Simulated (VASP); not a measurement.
A run of VASP 6.6.1 is set up as follows.

INCAR

```
ALGO = Normal
EDIFF = 1E-6
ENCUT = 520
GGA = PS
ISIF = 2
ISMEAR = -1
LASPH = True
LCHARG = True
LELF = True
LREAL = False
LVHAR = True
LWAVE = False
NBANDS = 32
NELM = 80
PREC = Accurate
SIGMA = 0.1
```

The input KPOINTS:

```
k-points
0
Gamma
  14 14 4
```

POSCAR

```
Ti
1.0
    2.9334048576      0.0000000000      0.0000000000
   -1.4667024288      2.5404031263      0.0000000000
    0.0000000000      0.0000000000      9.3869924307
Ti
4
Direct
    0.0000000000      1.0000000000      0.0000000000
    0.0000000000      1.0000000000      0.5000000000
    0.3333333333      0.6666666667      0.2500000000
    0.6666666667      0.3333333333      0.7500000000
```

Potentials or basis: VASP PAW PBE potentials, release 64 (Ti_sv).

The run is started by

```bash
$ cat potpaw_PBE.64/Ti_sv/POTCAR > POTCAR
$ mpirun -np 1 vasp_std > vasp.out
```

Problem. Predict the band gap on the k mesh.

Solution. Zero (bands 24 and 25 overlap by 1.14 eV).

Problem. Estimate the pressure.

Solution. -4.4 GPa.

Stress tensor (GPa, compression positive):
```
-4.41  0.00  0.00
 0.00 -4.41  0.00
 0.00  0.00 -4.50
```

Caveat: the cell stands under tension; the PAW data sets were made with another functional, which shifts forces and pressure a little.
